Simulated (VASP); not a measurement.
Input of a VASP 6.6.1 run:

The input INCAR:

```
ALGO = Normal ; EDIFF = 1E-6
ENCUT = 520 ; GGA = PE
ISIF = 2 ; ISMEAR = -1
ISPIN = 2 ; LASPH = T
LCHARG = F ; LMAXMIX = 4
LORBIT = 11 ; LREAL = F
LWAVE = F ; MAGMOM = 1 1 1 1 0 0 0.6 0.6 0 0
NBANDS = 72 ; NELM = 150
PREC = Accurate ; SIGMA = 0.05
```

File KPOINTS:

```
k-points
0
Gamma
  8 8 1
```

File POSCAR:

```
NiMoIrPdW
1.0
    2.7347649386      0.0000000000      0.0000000000
   -1.3673824693      2.3683759102      0.0000000000
    0.0000000000      0.0000000000     21.6330462388
Ni Mo Pd Ir W
2 2 2 2 2
Direct
    0.3333333333      0.6666666667      0.0436726231
    0.6666666667      0.3333333333      0.9561886588
    0.6666666667      0.3333333333      0.3424449723
    0.6666666667      0.3333333333      0.7629876551
    0.3333333333      0.6666666667      0.4474078180
    0.3333333333      0.6666666667      0.6574178346
    0.3333333333      0.6666666667      0.2398193850
    0.3333333333      0.6666666667      0.8614738876
    0.6666666667      0.3333333333      0.1361619133
    0.6666666667      0.3333333333      0.5524252522
```

Potentials or basis: VASP PAW PBE potentials, release 64 (Ni, Mo_sv, Pd, Ir, W_sv).

Launch:

```console
$ cat potpaw_PBE.64/Ni/POTCAR potpaw_PBE.64/Mo_sv/POTCAR potpaw_PBE.64/Pd/POTCAR potpaw_PBE.64/Ir/POTCAR potpaw_PBE.64/W_sv/POTCAR > POTCAR
$ mpirun -np 1 vasp_std > vasp.out
```

Task: Predict the net moment.

Result: 0.00 μB per cell.

Task: Estimate the pressure.

Result: 10.3 GPa.

Forces in eV/Å, atoms in the order of the input:
```
Ni   0.000  0.000 -0.031
Ni   0.000  0.000  0.015
Mo   0.000  0.000  0.015
Mo   0.000  0.000 -0.029
Pd   0.000  0.000 -0.011
Pd   0.000  0.000  0.013
Ir   0.000  0.000  0.015
Ir   0.000  0.000  0.031
W    0.000  0.000 -0.016
W    0.000  0.000 -0.001
```

Caveat: the cell stands under pressure.
